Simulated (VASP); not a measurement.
# B (Pm-3m) in VASP: single point with LDA

Aim: the single point of B with LDA.

Everything below comes from runs of VASP 6.6.1. Logs are shortened: lines on timing, memory, paths and dates and some standing lists are left out, and cuts for length are marked.

## Step 1: The cell of the first run

Symmetry: Pm-3m, No. 221, cubic system. The conventional cell has a = 1.868 Å, b = 1.868 Å, c = 1.868 Å, α = 90.00°, β = 90.00°, γ = 90.00°. Within 2.5 Å of B (site symmetry m-3m) lie 6 B at 1.87 Å.

## Step 2: Single point, LDA

File INCAR:

```
PREC = Accurate ; ENCUT = 520
EDIFF = 1E-7 ; ISMEAR = -1
SIGMA = 0.13605693000000002 ; LREAL = F
LASPH = T ; NELM = 100
ALGO = Normal ; ISIF = 2
LWAVE = F ; LCHARG = F
GGA = CA ; NBANDS = 8
```

File KPOINTS:

```
Automatic mesh
0
Gamma
  17 17 17
```

File POSCAR:

```
B
1.0
    1.8680722124      0.0000000000      0.0000000000
    0.0000000000      1.8680722124      0.0000000000
    0.0000000000      0.0000000000      1.8680722124
B
1
Direct
    0.0000000000      0.0000000000      0.0000000000
```

Potentials or basis: VASP PAW LDA potentials, release 64 (B).

Command:

```bash
> cat potpaw_LDA.64/B/POTCAR > POTCAR
> mpirun -np 1 vasp_std > vasp.out
```

OUTCAR:

```text
PREC = Accurate
   ENCUT = 520
   EDIFF = 1E-7
   ISMEAR = -1
   LREAL = F
   LASPH = T
   NELM = 100
   ISIF = 2
   GGA = CA

 ion  position               nearest neighbor table
   1  0.000  0.000  0.000-

  LATTYP: Found a simple cubic cell.
 ALAT       =     1.8680722124

  Lattice vectors:

 A1 = (   1.8680722124,   0.0000000000,   0.0000000000)
 A2 = (   0.0000000000,   1.8680722124,   0.0000000000)
 A3 = (   0.0000000000,   0.0000000000,   1.8680722124)

Analysis of symmetry for initial positions (statically):
=====================================================================
 Subroutine PRICEL returns:
 Original cell was already a primitive cell.

 Routine SETGRP: Setting up the symmetry group for a
 simple cubic supercell.

 Subroutine GETGRP returns: Found 48 space group operations
 (whereof 48 operations were pure point group operations)
 out of a pool of 48 trial point group operations.

The static configuration has the point symmetry O_h .

Analysis of symmetry for dynamics (positions and initial velocities):
=====================================================================
 Subroutine PRICEL returns:
 Original cell was already a primitive cell.

 Routine SETGRP: Setting up the symmetry group for a
 simple cubic supercell.

 Subroutine GETGRP returns: Found 48 space group operations
 (whereof 48 operations were pure point group operations)
 out of a pool of 48 trial point group operations.

The dynamic configuration has the point symmetry O_h .

 Subroutine INISYM returns: Found 48 space group operations
 (whereof 48 operations are pure point group operations),
 and found     1 'primitive' translations

----------------------------------------------------------------------------------------

                                     Primitive cell

  volume of cell :       6.5190

  direct lattice vectors                    reciprocal lattice vectors
     1.868072212  0.000000000  0.000000000     0.535311212  0.000000000  0.000000000
     0.000000000  1.868072212  0.000000000     0.000000000  0.535311212  0.000000000
     0.000000000  0.000000000  1.868072212     0.000000000  0.000000000  0.535311212

  length of vectors
     1.868072212  1.868072212  1.868072212     0.535311212  0.535311212  0.535311212

  position of ions in fractional coordinates (direct lattice)
     0.000000000  0.000000000  0.000000000

  ion indices of the primitive-cell ions
   primitive index   ion index
                 1           1

----------------------------------------------------------------------------------------

 KPOINTS: Automatic mesh

Automatic generation of k-mesh.
 Grid dimensions read from file:
 generate k-points for:   17   17   17

 Generating k-lattice:

  Cartesian coordinates                     Fractional coordinates (reciprocal lattice)
     0.031488895  0.000000000  0.000000000     0.058823529  0.000000000  0.000000000
     0.000000000  0.031488895  0.000000000     0.000000000  0.058823529  0.000000000
     0.000000000  0.000000000  0.031488895     0.000000000  0.000000000  0.058823529

  Length of vectors
     0.031488895  0.031488895  0.031488895

  Shift w.r.t. Gamma in fractional coordinates (k-lattice)
     0.000000000  0.000000000  0.000000000

 Subroutine IBZKPT returns following result:
 ===========================================

 Found    165 irreducible k-points:

 Following reciprocal coordinates:
            Coordinates               Weight
  0.000000  0.000000  0.000000      1.000000
  0.058824  0.000000  0.000000      6.000000
  0.117647  0.000000  0.000000      6.000000
  0.176471  0.000000  0.000000      6.000000
  0.235294  0.000000  0.000000      6.000000
  0.294118  0.000000  0.000000      6.000000
[... 16 lines left out ...]
  0.411765  0.117647  0.000000     24.000000
  0.470588  0.117647  0.000000     24.000000
 [... further k-points ...]
   k-points           NKPTS =    165   k-points in BZ     NKDIM =    165   number of bands    NBANDS=      8
   number of dos      NEDOS =    301   number of ions     NIONS =      1
   total plane-waves  NPLWV =   2744
   dimension x,y,z NGX =    14 NGY =   14 NGZ =   14
   dimension x,y,z NGXF=    28 NGYF=   28 NGZF=   28
   ions per type =               1
   NGX,Y,Z   is equivalent  to a cutoff of  12.46, 12.46, 12.46 a.u.
   NGXF,Y,Z  is equivalent  to a cutoff of  24.92, 24.92, 24.92 a.u.
 SYSTEM =  unknown system
   PREC   = accura    normal or accurate (medium, high low for compatibility)
   ISTART =      0    job   : 0-new  1-cont  2-samecut
   ICHARG =      2    charge: 1-file 2-atom 10-const
   ISPIN  =      1    spin polarized calculation?
   LNONCOLLINEAR =      F non collinear calculations
   LSORBIT =      F    spin-orbit coupling
   LASPH  =      T    aspherical Exc in radial PAW
   ENCUT  =  520.0 eV  38.22 Ry    6.18 a.u.   3.47  3.47  3.47*2*pi/ulx,y,z
   NELM   =    100;   NELMIN=  2; NELMDL= -5     # of ELM steps
   EDIFF  = 0.1E-06   stopping-criterion for ELM
   LREAL  =      F    real-space projection
   EDIFFG = 0.1E-05   stopping-criterion for IOM
   NSW    =      0    number of steps for IOM
   IBRION =     -1    ionic relax: 0-MD 1-quasi-New 2-CG
   NFREE  =      0    steps in history (QN), initial steepest desc. (CG)
   ISIF   =      2    stress and relaxation
   ISYM   =      2    0-nonsym 1-usesym 2-fastsym
   POTIM  = 0.5000    time-step for ionic-motion
   TEBEG  =    0.0;   TEEND  =   0.0 temperature during run
   PSTRESS=    0.0 pullay stress
   NELECT =       3.0000    total number of electrons
   NUPDOWN=      -1.0000    fix difference up-down
   EMIN   =  10.00;   EMAX   =-10.00  energy-range for DOS
   EFERMI =   0.00;   METHOD = LEGACY
   ISMEAR =    -1;   SIGMA  =   0.14  broadening in eV -4-tet -1-fermi 0-gaus
   EFERMI_NEDOS =   21; number of points for ismear=-14 and -15
   IALGO  =     38    algorithm
   IMIX   =      4    mixing-type and parameters
     AMIX     =   0.40;   BMIX     =  1.00
     AMIX_MAG =   1.60;   BMIX_MAG =  1.00
  volume/ion in A,a.u.               =       6.52        43.99
  Fermi-wavevector in a.u.,A,eV,Ry     =   1.263926  2.388473 21.735423  1.597509
  Thomas-Fermi vector in A             =   2.397258
   LORBIT       =      0    0 simple, 1 ext, 2 COOP (PROOUT), +10 PAW based schemes
   GGA     = CA    functional components
   LHFCALC =     F    Hartree Fock is set to
   AEXX    =    0.0000 exact exchange contribution
   IVDW    =     0    specifies the selected vdW correction
   LEPSILON=     F    determine dielectric tensor
   LRPA    =     F    only Hartree local field effects (RPA)
 non-spin polarized calculation
  energy-cutoff  :      520.00
  volume of cell :        6.52
 maximum number of plane-waves:       183
 NGX is ok and might be reduce to    14
   NGX =  7   NGY =  7   NGZ =  7

 number of electron       3.0000000 magnetization

 Free energy of the ion-electron system (eV)
  ---------------------------------------------------
  ext. energy  EPLUGINS =         0.00000000
  ---------------------------------------------------
  free energy    TOTEN  =        -6.36732768 eV

  energy without entropy =       -6.34887452  energy(sigma->0) =       -6.35810110

 E-fermi :   7.4164     XC(G=0): -12.5241

 val. band max:        7.3556431433   @ k =   0.4706   0.4706   0.2353
 cond. band min:       7.4542308223   @ k =   0.3529   0.2941   0.0000
 fundamental gap:      0.0985876790
 Fermi energy:         7.4164223243

 k-point     1 :       0.0000    0.0000    0.0000
  band No.  band energies     occupation
      1      -8.4362      2.00000
      2      21.1742      0.00000
      3      21.1742      0.00000
      4      21.1742      0.00000
      5      31.9786      0.00000
      6      31.9786      0.00000
      7      41.2976      0.00000
      8      61.6150      0.00000

 k-point     2 :       0.0588    0.0000    0.0000
  band No.  band energies     occupation
      1      -8.3179      2.00000
      2      19.9716      0.00000
      3      21.2740      0.00000
      4      21.2740      0.00000
      5      32.1186      0.00000
      6      33.3232      0.00000
      7      41.2091      0.00000
      8      60.6720      0.00000

 k-point     3 :       0.1176    0.0000    0.0000
  band No.  band energies     occupation
      1      -7.9632      2.00000
      2      17.3731      0.00000
      3      21.5678      0.00000
      4      21.5678      0.00000
      5      32.5372      0.00000
      6      36.2665      0.00000
      7      41.0140      0.00000
      8      58.2725      0.00000

 k-point     4 :       0.1765    0.0000    0.0000
  band No.  band energies     occupation
      1      -7.3734      2.00000
      2      14.4156      0.00000
      3      22.0387      0.00000
      4      22.0387      0.00000
      5      33.2293      0.00000
      6      39.0176      0.00000
      7      41.4245      0.00000
      8      55.2751      0.00000

 k-point     5 :       0.2353    0.0000    0.0000
  band No.  band energies     occupation
      1      -6.5504      2.00000
      2      11.4666      0.00000
      3      22.6545      0.00000
      4      22.6545      0.00000
      5      34.1840      0.00000
      6      39.2890      0.00000
      7      44.2488      0.00000
      8      52.2594      0.00000

 k-point     6 :       0.2941    0.0000    0.0000
  band No.  band energies     occupation
      1      -5.4987      2.00000
      2       8.6552      0.00022
      3      23.3613      0.00000
      4      23.3613      0.00000
      5      35.3774      0.00000
      6      38.8341      0.00000
      7      47.3896      0.00000
      8      49.5156      0.00000

 k-point     7 :       0.3529    0.0000    0.0000
  band No.  band energies     occupation
      1      -4.2283      2.00000
      2       6.0416      1.99992
      3      24.0752      0.00000
      4      24.0752      0.00000
      5      36.7569      0.00000
      6      38.3592      0.00000
      7      47.2270      0.00000
      8      47.2270      0.00000

 k-point     8 :       0.4118    0.0000    0.0000
  band No.  band energies     occupation
      1      -2.7715      2.00000
      2       3.6812      2.00000
      3      24.6772      0.00000
      4      24.6772      0.00000
      5      37.9953      0.00000
      6      38.1821      0.00000
      7      45.5584      0.00000
      8      45.5584      0.00000

 k-point     9 :       0.4706    0.0000    0.0000
  band No.  band energies     occupation
      1      -1.3188      2.00000
      2       1.7746      2.00000
      3      25.0294      0.00000
      4      25.0294      0.00000
      5      37.8003      0.00000
      6      39.2580      0.00000
      7      44.6691      0.00000
      8      44.6691      0.00000

 k-point    10 :       0.0588    0.0588    0.0000
  band No.  band energies     occupation
      1      -8.1995      2.00000
      2      19.6275      0.00000
      3      20.5624      0.00000
      4      21.3734      0.00000
      5      32.8793      0.00000
      6      34.0019      0.00000
      7      41.0969      0.00000
      8      59.8271      0.00000
[... 78 lines left out ...]
 k-point    18 :       0.1176    0.1176    0.0000
  band No.  band energies     occupation
      1      -7.4899      2.00000
      2      16.6535      0.00000
      3      19.1762      0.00000
      4      21.9574      0.00000
      5      35.0653      0.00000
      6      38.3535      0.00000
      7      40.2820      0.00000
      8      55.3084      0.00000

 k-point    19 :       0.1765    0.1176    0.0000
  band No.  band energies     occupation
      1      -6.8997      2.00000
      2      14.3983      0.00000
      3      19.1035      0.00000
      4      22.4235      0.00000
      5      36.1183      0.00000
      6      39.2294      0.00000
      7      41.5054      0.00000
      8      52.8528      0.00000

 k-point    20 :       0.2353    0.1176    0.0000
  band No.  band energies     occupation
      1      -6.0764      2.00000
      2      11.6576      0.00000
      3      19.6673      0.00000
      4      23.0323      0.00000
      5      37.0458      0.00000
      6      38.0673      0.00000
      7      44.7716      0.00000
      8      50.4957      0.00000

 k-point    21 :       0.2941    0.1176    0.0000
  band No.  band energies     occupation
      1      -5.0245      2.00000
      2       8.9421      0.00003
      3      20.4557      0.00000
      4      23.7298      0.00000
      5      36.5153      0.00000
      6      38.2629      0.00000
      7      47.2880      0.00000
      8      48.7606      0.00000

 k-point    22 :       0.3529    0.1176    0.0000
  band No.  band energies     occupation
      1      -3.7532      2.00000
      2       6.3808      1.99901
      3      21.3274      0.00000
      4      24.4330      0.00000
      5      35.0958      0.00000
      6      39.4561      0.00000
      7      46.3254      0.00000
      8      47.7343      0.00000

 k-point    23 :       0.4118    0.1176    0.0000
  band No.  band energies     occupation
      1      -2.2918      2.00000
      2       4.0453      2.00000
      3      22.1263      0.00000
      4      25.0244      0.00000
      5      33.8690      0.00000
      6      40.7497      0.00000
      7      44.8491      0.00000
      8      46.1038      0.00000

 k-point    24 :       0.4706    0.1176    0.0000
  band No.  band energies     occupation
      1      -0.8140      2.00000
      2       2.1269      2.00000
      3      22.6305      0.00000
      4      25.3694      0.00000
      5      33.1333      0.00000
      6      42.0293      0.00000
      7      43.5389      0.00000
      8      45.2320      0.00000

 [... further k-points ...]

------------------------ aborting loop because EDIFF is reached ----------------------------------------

  FORCE on cell =-STRESS in cart. coord.  units (eV):
  Direction    XX          YY          ZZ          XY          YZ          ZX
  --------------------------------------------------------------------------------------
  -------------------------------------------------------------------------------------
  Total       -0.0294493     -0.0294493     -0.0294493      0.0000000     -0.0000000      0.0000000
  in kB       -7.2377567     -7.2377567     -7.2377567      0.0000000     -0.0000000      0.0000000
  external PRESSURE =      -7.2377567 kB  Pullay stress =       0.0000000 kB

 VOLUME and BASIS-vectors are now :
 -----------------------------------------------------------------------------
  energy-cutoff  :      520.00
  volume of cell :        6.52
      direct lattice vectors                 reciprocal lattice vectors
     1.868072212  0.000000000  0.000000000     0.535311212  0.000000000  0.000000000
     0.000000000  1.868072212  0.000000000     0.000000000  0.535311212  0.000000000
     0.000000000  0.000000000  1.868072212     0.000000000  0.000000000  0.535311212

 POSITION                                       TOTAL-FORCE (eV/Angst)
 -----------------------------------------------------------------------------------
      0.00000      0.00000      0.00000         0.000000      0.000000      0.000000
 -----------------------------------------------------------------------------------
    total drift:                                0.000000      0.000000     -0.000000

  FREE ENERGIE OF THE ION-ELECTRON SYSTEM (eV)
  ---------------------------------------------------
  free  energy   TOTEN  =        -6.3673276842 eV

  energy  without entropy=       -6.3488745153  energy(sigma->0) =       -6.35810110
```

Wall time 5.3 s (1 thread of Intel Xeon 8259CL, shared host); peak memory 0.11 GiB.

What came out:

```
Free energy : -6.3673 eV
Pressure    : -0.7 GPa
```
